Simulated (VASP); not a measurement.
Wanted: the native input for a VASP 6.6.1 run.

- Task: single point
- Functional: revPBE
- Dispersion: D4
- Potentials or basis: VASP PAW PBE potentials, release 64 (Al, O)
- Cutoff: 520 eV
- k mesh: 7 × 7 × 7
- Occupations: fermi-dirac, width 0.05 eV
- Spin: no spin polarisation
- Dipole correction: no
- Further INCAR settings: ALGO = Normal; EDIFF = 1e-07; NBANDS = 35

The structure of Al2O3 lies in POSCAR:

```
Al2O3
1.0
    2.3960137044      1.3833391572      4.3605553615
   -2.3960137044      1.3833391572      4.3605553615
    0.0000000000     -2.7666783145      4.3605553615
Al O
4 6
Direct
    0.8521600000      0.8521600000      0.8521600000
    0.6478400000      0.6478400000      0.6478400000
    0.1478400000      0.1478400000      0.1478400000
    0.3521600000      0.3521600000      0.3521600000
    0.0566800000      0.7500000000      0.4433200000
    0.7500000000      0.4433200000      0.0566800000
    0.4433200000      0.0566800000      0.7500000000
    0.9433200000      0.2500000000      0.5566800000
    0.2500000000      0.5566800000      0.9433200000
    0.5566800000      0.9433200000      0.2500000000
```

The input as run:

INCAR

```
SYSTEM = Al2O3
  ALGO = Normal
  EDIFF = 1E-7
  ENCUT = 520
  GGA = RE
  ISIF = 2
  ISMEAR = -1
  IVDW = 13
  LASPH = .True.
  LCHARG = .True.
  LELF = .True.
  LREAL = .False.
  LVHAR = .True.
  LWAVE = .False.
  NBANDS = 35
  NELM = 60
  PREC = Accurate
  SIGMA = 0.05
```

KPOINTS

```
k-points
0
Gamma
  7 7 7
  0 0 0
```

Potentials or basis: VASP PAW PBE potentials, release 64 (Al, O).

Command:

```sh
$ cat potpaw_PBE.64/Al/POTCAR potpaw_PBE.64/O/POTCAR > POTCAR
$ mpirun -np 1 vasp_std > vasp.out
```

Results of the run:

* Pressure: -4.5 GPa
* Largest force: 0.018 eV/Å
* Band gap on the k mesh: 6.04 eV
* Dispersion energy per atom: -0.527 eV

Caveat: the cell stands under tension; the PAW data sets were made with another functional, which shifts forces and pressure a little; an odd mesh through Γ misses points on the zone boundary, where band edges can lie.

It took 2.2 min on 1 thread of Intel(R) Xeon(R) 6975P-C (Granite Rapids), with other jobs on the host, peak memory 0.28 GiB.
